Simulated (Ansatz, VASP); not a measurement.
## One calculation of Mo2C3, two programs

```
Mo C
1.0
     3.98698    0.00000    0.00000
     0.00000    3.98698    0.00000
     0.00000    0.00000    3.98698
Mo C
2 3
Cartesian
  1.9935 1.9935 1.9935
  0.0000 0.0000 0.0000
  1.9935 0.0000 0.0000
  0.0000 1.9935 0.0000
  0.0000 0.0000 1.9935
```

Alike in both runs: functional PBE; k mesh 10 × 10 × 10; occupations gaussian, width 0.1 eV; collinear spin.

Ansatz relaxed the structure, and its values are those at the end. VASP's run is a single point on that final structure, the one shown.

|  | VASP | Ansatz |
| --- | --- | --- |
| version | VASP 6.6.1 | Ansatz 0.2.0 |
| potentials or method | VASP PAW PBE potentials, release 64 (Mo_sv, C), cutoff 520 eV | scalar-relativistic, plane waves, PAW |
| valence electrons in the cell | 40 | 40 |

```tsv
	VASP	Ansatz	Ansatz less VASP
gap on the k mesh at the Fermi level (eV)	none	none	-
pressure (GPa)	-3.7	0.0	+3.73
net moment per atom (μB)	0.00	0.38	+0.378
size of the moment on the site where the two differ most (μB)	0.00	1.96	+1.963
```

The net moments are unlike, so the other rows may belong to different states. Site moments also hang on the region over which each program counts them. A gap of «none» marks a metal or a gap that the smearing closes.
